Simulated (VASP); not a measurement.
Here is a VASP 6.6.1 calculation.

POSCAR

```
WSe
1.0
    0.0000000000      2.7923343792      2.7923343792
    2.7923343792      0.0000000000      2.7923343792
    2.7923343792      2.7923343792      0.0000000000
W Se
1 1
Direct
    0.0000000000      0.0000000000      0.0000000000
    0.2500000000      0.2500000000      0.2500000000
```

File INCAR.step1:

```
ALGO = Normal
EDIFF = 1E-4
ENCUT = 520
GGA = PE
ISMEAR = 0
LASPH = True
LCHARG = False
LREAL = False
LWAVE = True
NBANDS = 17
NELM = 80
PREC = Accurate
SIGMA = 0.1
```

Contents of INCAR.step2:

```
ALGO = Normal
EDIFF = 1E-7
ENCUT = 520
ISIF = 2
ISMEAR = 0
ISTART = 1
LASPH = True
LCHARG = False
LMIXTAU = True
LREAL = False
LWAVE = False
METAGGA = R2SCAN
NBANDS = 17
NELM = 80
PREC = Accurate
SIGMA = 0.1
```

File KPOINTS:

```
k-points
0
Gamma
  14 14 14
```

Potentials or basis: VASP PAW PBE potentials, release 64 (W_sv, Se).

Launch:

```console
$ cat potpaw_PBE.64/W_sv/POTCAR potpaw_PBE.64/Se/POTCAR > POTCAR
$ cp INCAR.step1 INCAR
$ mpirun -np 1 vasp_std > vasp.out
$ cp INCAR.step2 INCAR
$ mpirun -np 1 vasp_std > vasp.out
```

Question: Estimate the pressure.

Answer: 2.2 GPa.

Question: What does it give for the band gap on the k mesh?

Answer: Zero (band 10 reaches 6.69 eV, above the bottom of band 11 at 6.36 eV).

Caveat: the PAW data sets were made with another functional, which shifts forces and pressure a little; spin-orbit coupling is left out, which moves the levels of the heavy elements.
